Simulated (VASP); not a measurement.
Wanted: the native input for a VASP 6.6.1 run.

```yaml
Task: single point
Functional: PBE
Potentials_or_basis: VASP PAW PBE potentials, release 64 (Fe, Co)
Cutoff: 600 eV
k_mesh: 16 × 16 × 16
Occupations: gaussian, width 0.05 eV
Spin: no spin polarisation
Dipole_correction: no
Further_INCAR_settings: ALGO = Normal; EDIFF = 1e-06; NBANDS = 16
```

The structure of FeCo (Wairauite) lies in POSCAR:

```
FeCo
1.0
    2.7968289155      0.0000000000      0.0000000000
    0.0000000000      2.7968289155      0.0000000000
    0.0000000000      0.0000000000      2.7968289155
Fe Co
1 1
Direct
    0.5000000000      0.5000000000      0.5000000000
    0.0000000000      0.0000000000      0.0000000000
```

This cell differs from its parent crystal: volume scaled by 1.040.

The input as run:

INCAR

```
SYSTEM = FeCo
ALGO = Normal
EDIFF = 1E-6
ENCUT = 600
GGA = PE
GGA_COMPAT = .FALSE.
ISIF = 2
ISMEAR = 0
LASPH = .TRUE.
LCHARG = .FALSE.
LREAL = .FALSE.
LWAVE = .FALSE.
NBANDS = 16
NELM = 120
PREC = Accurate
SIGMA = 0.05
```

KPOINTS

```
k-points
0
G
  16 16 16
  0 0 0
```

Potentials or basis: VASP PAW PBE potentials, release 64 (Fe, Co).

Launch:

```sh
$ cat potpaw_PBE.64/Fe/POTCAR potpaw_PBE.64/Co/POTCAR > POTCAR
$ mpirun -np 1 vasp_std > vasp.out
```

Results of the run:

```json
{"Pressure": "-9.7 GPa"}
```

Caveat: the run has no spin polarisation, though such a crystal can be magnetic.

Run time: 94 s on 1 thread of Intel Xeon 8259CL, with other jobs on the host, peak memory 0.2 GiB.
